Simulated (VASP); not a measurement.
# Al4O (P6/mmm) in VASP: relaxation of cell and atoms with PBE

Aim: the relaxation of cell and atoms of Al4O with PBE.

Program: VASP 6.6.1. These are calculated values, not measurements. Logs are shortened: lines on timing, memory, paths and dates and some standing lists are left out, and cuts for length are marked.

### 1 The cell of the first run

It takes space group P6/mmm (No. 191, hexagonal). The conventional cell has a = 5.652 Å, b = 5.652 Å, c = 3.412 Å, α = 90.00°, β = 90.00°, γ = 120.00°. Al (site symmetry mmm) has 8 Al at 2.83 to 3.41 Å and 4 O at 3.30 Å within 3.7 Å. Al (site symmetry 6/mmm) has 2 O at 1.71 Å within 2.3 Å. Within 2.3 Å of O (site symmetry 6/mmm) lie 2 Al at 1.71 Å.

### 2 Relaxation of cell and atoms, PBE

Contents of INCAR:

```
SYSTEM = Al4O
PREC = Accurate
ENCUT = 600
EDIFF = 1E-6
ISMEAR = 0
SIGMA = 0.1
LREAL = .FALSE.
LASPH = .TRUE.
NELM = 60
ALGO = Normal
ISIF = 3
LWAVE = .FALSE.
LCHARG = .FALSE.
GGA = PE
IBRION = 2
NSW = 100
EDIFFG = -0.01
```

Contents of KPOINTS:

```
regular mesh
0
G
  12 12 12
  0 0 0
```

Contents of POSCAR:

```
Al4O
1.0
    5.6519131208      0.0000000000      0.0000000000
   -2.8259565604      4.8947003426      0.0000000000
    0.0000000000      0.0000000000      3.4115826872
Al O
4 1
Direct
    0.5000000000      0.0000000000      0.5000000000
    0.0000000000      0.5000000000      0.5000000000
    0.5000000000      0.5000000000      0.5000000000
    0.0000000000      0.0000000000      0.5000000000
    0.0000000000      0.0000000000      0.0000000000
```

Potentials or basis: VASP PAW PBE potentials, release 64 (Al, O).

On the command line:

```console
$ cat potpaw_PBE.64/Al/POTCAR potpaw_PBE.64/O/POTCAR > POTCAR
$ mpirun -np 1 vasp_std > vasp.out
```

OUTCAR:

```text
SYSTEM = Al4O
   PREC = Accurate
   ENCUT = 600
   EDIFF = 1E-6
   ISMEAR = 0
   LREAL = .FALSE.
   LASPH = .TRUE.
   NELM = 60
   ISIF = 3
   GGA = PE
   IBRION = 2
   NSW = 100
   EDIFFG = -0.01

 ion  position               nearest neighbor table
   1  0.500  0.000  0.500-   4 2.83   4 2.83   2 2.83   3 2.83   3 2.83   2 2.83
   2  0.000  0.500  0.500-   3 2.83   3 2.83   4 2.83   4 2.83   1 2.83   1 2.83
   3  0.500  0.500  0.500-   2 2.83   2 2.83   4 2.83   1 2.83   1 2.83   4 2.83
   4  0.000  0.000  0.500-   5 1.71   5 1.71   1 2.83   1 2.83   3 2.83   2 2.83   2 2.83   3 2.83

   5  0.000  0.000  0.000-   4 1.71   4 1.71

  LATTYP: Found a hexagonal cell.
 ALAT       =     5.6519131208
 C/A-ratio  =     0.6036155571

  Lattice vectors:

 A1 = (   5.6519131208,   0.0000000000,   0.0000000000)
 A2 = (  -2.8259565604,   4.8947003426,   0.0000000000)
 A3 = (   0.0000000000,   0.0000000000,   3.4115826872)

Analysis of symmetry for initial positions (statically):
=====================================================================
 Subroutine PRICEL returns:
 Original cell was already a primitive cell.

 Routine SETGRP: Setting up the symmetry group for a
 hexagonal supercell.

 Subroutine GETGRP returns: Found 24 space group operations
 (whereof 24 operations were pure point group operations)
 out of a pool of 24 trial point group operations.

The static configuration has the point symmetry D_6h.

Analysis of symmetry for dynamics (positions and initial velocities):
=====================================================================
 Subroutine PRICEL returns:
 Original cell was already a primitive cell.

 Routine SETGRP: Setting up the symmetry group for a
 hexagonal supercell.

 Subroutine GETGRP returns: Found 24 space group operations
 (whereof 24 operations were pure point group operations)
 out of a pool of 24 trial point group operations.

The dynamic configuration has the point symmetry D_6h.

 Subroutine INISYM returns: Found 24 space group operations
 (whereof 24 operations are pure point group operations),
 and found     1 'primitive' translations

----------------------------------------------------------------------------------------

                                     Primitive cell

  volume of cell :      94.3795

  direct lattice vectors                    reciprocal lattice vectors
     5.651913121  0.000000000  0.000000000     0.176931241  0.102151299  0.000000000
    -2.825956560  4.894700343  0.000000000     0.000000000  0.204302599  0.000000000
     0.000000000  0.000000000  3.411582687     0.000000000  0.000000000  0.293119086

  length of vectors
     5.651913121  5.651913121  3.411582687     0.204302599  0.204302599  0.293119086

  position of ions in fractional coordinates (direct lattice)
     0.500000000  0.000000000  0.500000000
     0.000000000  0.500000000  0.500000000
     0.500000000  0.500000000  0.500000000
     0.000000000  0.000000000  0.500000000
     0.000000000  0.000000000  0.000000000

  ion indices of the primitive-cell ions
   primitive index   ion index
                 1           1
                 2           2
                 3           3
                 4           4
                 5           5

----------------------------------------------------------------------------------------

 KPOINTS: regular mesh

Automatic generation of k-mesh.
 Grid dimensions read from file:
 generate k-points for:   12   12   12

 Generating k-lattice:

  Cartesian coordinates                     Fractional coordinates (reciprocal lattice)
     0.014744270  0.008512608  0.000000000     0.083333333 -0.000000000  0.000000000
     0.000000000  0.017025217  0.000000000     0.000000000  0.083333333  0.000000000
     0.000000000  0.000000000  0.024426591     0.000000000  0.000000000  0.083333333

  Length of vectors
     0.017025217  0.017025217  0.024426591

  Shift w.r.t. Gamma in fractional coordinates (k-lattice)
     0.000000000  0.000000000  0.000000000

 Subroutine IBZKPT returns following result:
 ===========================================

 Found    133 irreducible k-points:

 Following reciprocal coordinates:
            Coordinates               Weight
  0.000000  0.000000  0.000000      1.000000
  0.083333  0.000000  0.000000      6.000000
  0.166667  0.000000  0.000000      6.000000
  0.250000  0.000000  0.000000      6.000000
  0.333333 -0.000000  0.000000      6.000000
  0.416667 -0.000000  0.000000      6.000000
[... 16 lines left out ...]
  0.250000  0.000000  0.083333     12.000000
  0.333333 -0.000000  0.083333     12.000000
 [... further k-points ...]
   k-points           NKPTS =    133   k-points in BZ     NKDIM =    133   number of bands    NBANDS=     13
   number of dos      NEDOS =    301   number of ions     NIONS =      5
   total plane-waves  NPLWV =  64512
   dimension x,y,z NGX =    48 NGY =   48 NGZ =   28
   dimension x,y,z NGXF=    96 NGYF=   96 NGZF=   56
   ions per type =               4   1
   NGX,Y,Z   is equivalent  to a cutoff of  14.12, 14.12, 13.64 a.u.
   NGXF,Y,Z  is equivalent  to a cutoff of  28.24, 28.24, 27.29 a.u.
 SYSTEM =  Al4O
   PREC   = accura    normal or accurate (medium, high low for compatibility)
   ISTART =      0    job   : 0-new  1-cont  2-samecut
   ICHARG =      2    charge: 1-file 2-atom 10-const
   ISPIN  =      1    spin polarized calculation?
   LNONCOLLINEAR =      F non collinear calculations
   LSORBIT =      F    spin-orbit coupling
   LASPH  =      T    aspherical Exc in radial PAW
   ENCUT  =  600.0 eV  44.10 Ry    6.64 a.u.  11.29 11.29  6.81*2*pi/ulx,y,z
   NELM   =     60;   NELMIN=  2; NELMDL= -5     # of ELM steps
   EDIFF  = 0.1E-05   stopping-criterion for ELM
   LREAL  =      F    real-space projection
   EDIFFG = -.1E-01   stopping-criterion for IOM
   NSW    =    100    number of steps for IOM
   IBRION =      2    ionic relax: 0-MD 1-quasi-New 2-CG
   NFREE  =      1    steps in history (QN), initial steepest desc. (CG)
   ISIF   =      3    stress and relaxation
   ISYM   =      2    0-nonsym 1-usesym 2-fastsym
   POTIM  = 0.5000    time-step for ionic-motion
   TEBEG  =    0.0;   TEEND  =   0.0 temperature during run
   PSTRESS=    0.0 pullay stress
   NELECT =      18.0000    total number of electrons
   NUPDOWN=      -1.0000    fix difference up-down
   EMIN   =  10.00;   EMAX   =-10.00  energy-range for DOS
   EFERMI =   0.00;   METHOD = LEGACY
   ISMEAR =     0;   SIGMA  =   0.10  broadening in eV -4-tet -1-fermi 0-gaus
   EFERMI_NEDOS =   21; number of points for ismear=-14 and -15
   IALGO  =     38    algorithm
   IMIX   =      4    mixing-type and parameters
     AMIX     =   0.40;   BMIX     =  1.00
     AMIX_MAG =   1.60;   BMIX_MAG =  1.00
  volume/ion in A,a.u.               =      18.88       127.38
  Fermi-wavevector in a.u.,A,eV,Ry     =   0.942338  1.780760 12.081975  0.888000
  Thomas-Fermi vector in A             =   2.069937
   LORBIT       =      0    0 simple, 1 ext, 2 COOP (PROOUT), +10 PAW based schemes
   GGA     = PE    functional components
   LHFCALC =     F    Hartree Fock is set to
   AEXX    =    0.0000 exact exchange contribution
   IVDW    =     0    specifies the selected vdW correction
   LEPSILON=     F    determine dielectric tensor
   LRPA    =     F    only Hartree local field effects (RPA)
 conjugate gradient relaxation of ions
 non-spin polarized calculation
 Gauss-broadening in eV      SIGMA  =   0.10
  energy-cutoff  :      600.00
  volume of cell :       94.38
 maximum number of plane-waves:      3181
 NGX is ok and might be reduce to    48
   NGX = 23   NGY = 23   NGZ = 13

--------------------------------------- Ionic step        1  -------------------------------------------

 number of electron      18.0000001 magnetization

 Free energy of the ion-electron system (eV)
  ---------------------------------------------------
  ext. energy  EPLUGINS =         0.00000000
  ---------------------------------------------------
  free energy    TOTEN  =       -21.31343268 eV

  energy without entropy =      -21.30323724  energy(sigma->0) =      -21.30833496

------------------------ aborting loop because EDIFF is reached ----------------------------------------

  FORCE on cell =-STRESS in cart. coord.  units (eV):
  Direction    XX          YY          ZZ          XY          YZ          ZX
  --------------------------------------------------------------------------------------
  -------------------------------------------------------------------------------------
  Total        0.0437529      0.0437529      0.1511471      0.0000000      0.0000000      0.0000000
  in kB        0.7427460      0.7427460      2.5658604      0.0000000      0.0000000      0.0000000
  external PRESSURE =       1.3504508 kB  Pullay stress =       0.0000000 kB
[... 63 lines left out ...]
  energy  without entropy=      -21.3032854906  energy(sigma->0) =      -21.30839289

--------------------------------------- Ionic step        3  -------------------------------------------

 number of electron      18.0000001 magnetization

 Free energy of the ion-electron system (eV)
  ---------------------------------------------------
  ext. energy  EPLUGINS =         0.00000000
  ---------------------------------------------------
  free energy    TOTEN  =       -21.31351828 eV

  energy without entropy =      -21.30330832  energy(sigma->0) =      -21.30841330

 E-fermi :   4.8909     XC(G=0):  -9.2086

 val. band max:        4.8675599569   @ k =   0.2500   0.0833   0.1667
 cond. band min:       4.8931869466   @ k =   0.3333   0.3333   0.2500
 fundamental gap:      0.0256269897
 Fermi energy:         4.8908959785

 k-point     1 :       0.0000    0.0000    0.0000
  band No.  band energies     occupation
      1     -14.0247      2.00000
      2      -3.2998      2.00000
      3      -0.8276      2.00000
      4      -0.1485      2.00000
      5      -0.1485      2.00000
      6       1.8307      2.00000
      7       2.0949      2.00000
      8       2.0949      2.00000
      9       4.9742      0.23877
     10       4.9742      0.23877
     11       5.2446      0.00000
     12       8.7555      0.00000
     13      10.5262      0.00000
[... 353 lines left out ...]
 k-point    24 :       0.3333   -0.0000    0.0833
  band No.  band energies     occupation
      1     -13.9975      2.00000
      2      -2.9392      2.00000
      3      -1.2413      2.00000
      4      -0.6889      2.00000
      5      -0.4978      2.00000
      6       1.1891      2.00000
      7       2.8039      2.00000
      8       3.0079      2.00000
      9       5.5396      0.00000
     10       5.5832      0.00000
     11       7.4825      0.00000
     12       8.6804      0.00000
     13       8.7228      0.00000

 [... further k-points ...]

------------------------ aborting loop because EDIFF is reached ----------------------------------------

  FORCE on cell =-STRESS in cart. coord.  units (eV):
  Direction    XX          YY          ZZ          XY          YZ          ZX
  --------------------------------------------------------------------------------------
  -------------------------------------------------------------------------------------
  Total       -0.0107056     -0.0107056     -0.0040094     -0.0000000      0.0000000      0.0000000
  in kB       -0.1814499     -0.1814499     -0.0679550     -0.0000000      0.0000000      0.0000000
  external PRESSURE =      -0.1436183 kB  Pullay stress =       0.0000000 kB
[... 20 lines left out ...]
  FREE ENERGIE OF THE ION-ELECTRON SYSTEM (eV)
  ---------------------------------------------------
  free  energy   TOTEN  =       -21.3135182764 eV

  energy  without entropy=      -21.3033083229  energy(sigma->0) =      -21.30841330

 reached required accuracy - stopping structural energy minimisation
```

Wall time 4 min (1 thread of Intel Xeon Platinum 8259CL at 2.50GHz (Skylake/Cascade Lake), shared host); peak memory 0.37 GiB.

Results:

* Free energy: -21.3135 eV
* Relaxed volume: 18.91 Å³/atom
* Relaxed cell: a = 5.654 Å, b = 5.654 Å, c = 3.415 Å, α = 90.00°, β = 90.00°, γ = 120.00°
* Space group after relaxing (to 0.05 Å): P6/mmm (No. 191)
* Energy gained by relaxing: 0.0 meV/atom
* Ionic steps: 3
* Pressure after relaxing: 0.0 GPa
* Band gap on the k mesh: zero (band 9 reaches 6.44 eV, above the bottom of band 10 at 3.85 eV)

Final structure:
```cif
data_structure
_symmetry_space_group_name_H-M 'P 1'
_symmetry_Int_Tables_number 1
_cell_length_a 5.6536
_cell_length_b 5.6536
_cell_length_c 3.4150
_cell_angle_alpha 90.000
_cell_angle_beta 90.000
_cell_angle_gamma 120.000
_cell_volume 94.53
loop_
_atom_site_label
_atom_site_type_symbol
_atom_site_fract_x
_atom_site_fract_y
_atom_site_fract_z
_atom_site_occupancy
Al1 Al 0.50000 0.00000 0.50000 1
Al2 Al 0.00000 0.50000 0.50000 1
Al3 Al 0.50000 0.50000 0.50000 1
Al4 Al 0.00000 0.00000 0.50000 1
O1 O 0.00000 0.00000 0.00000 1
```

Levels at points of the mesh, in eV from the Fermi level:
```tsv
k point	band 7	band 8	band 9	band 10	band 11	band 12
(0.00, 0.00, 0.00)	-2.80	-2.80	0.08	0.08	0.35	3.86
(0.50, 0.00, 0.00)	-3.06	-1.67	1.31	2.42	2.63	2.69
(0.00, 0.00, 0.50)	-1.72	-1.66	-1.66	-0.72	-0.72	1.47
(0.50, 0.00, 0.50)	-2.72	-1.03	-0.93	-0.92	1.72	2.55
```
